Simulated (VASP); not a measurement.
Hg2O, 6 atoms in the cell. The structure is orthorhombic, space group Cmcm (No. 63). The conventional cell has a = 7.194 Å, b = 7.007 Å, c = 6.724 Å, α = 90.00°, β = 90.00°, γ = 90.00°. Within 2.7 Å of Hg (site symmetry 2/m) lie 2 O at 2.01 Å. Within 3.7 Å of Hg (site symmetry m2m) lie 3 O at 2.83 to 3.66 Å and 4 Hg at 3.47 to 3.51 Å. O (site symmetry m2m) has 2 Hg at 2.01 Å within 2.7 Å. The cell was generated, and may not be a known phase.

| Property | Result |
| --- | --- |
| Program | VASP 6.6.1 |
| Task | single point |
| Functional | PBE |
| Potentials or basis | VASP PAW PBE potentials, release 64 (Hg_sv_GW, O) |
| Cutoff | 700 eV |
| k mesh | 6 × 6 × 4 |
| Occupations | gaussian, width 0.02 eV |
| Spin | no spin polarisation |
| Dipole correction | no |
| Further INCAR settings | ALGO = Normal; EDIFF = 1e-06; NBANDS = 55 |

Potentials or basis: VASP PAW PBE potentials, release 64 (Hg_sv_GW, O).

Command:

```console
$ cat potpaw_PBE.64/Hg_sv_GW/POTCAR potpaw_PBE.64/O/POTCAR > POTCAR
$ mpirun -np 1 vasp_std > vasp.out
```

Hardware: 1 thread of Intel(R) Xeon(R) Platinum 8488C (Sapphire Rapids), on a shared host.

Q: Estimate the wall time of this run.

A: Wall time 11 min on 1 thread of Intel(R) Xeon(R) Platinum 8488C (Sapphire Rapids) (shared host), peak memory 0.66 GiB. Counts: scf iterations 15, k points 39.
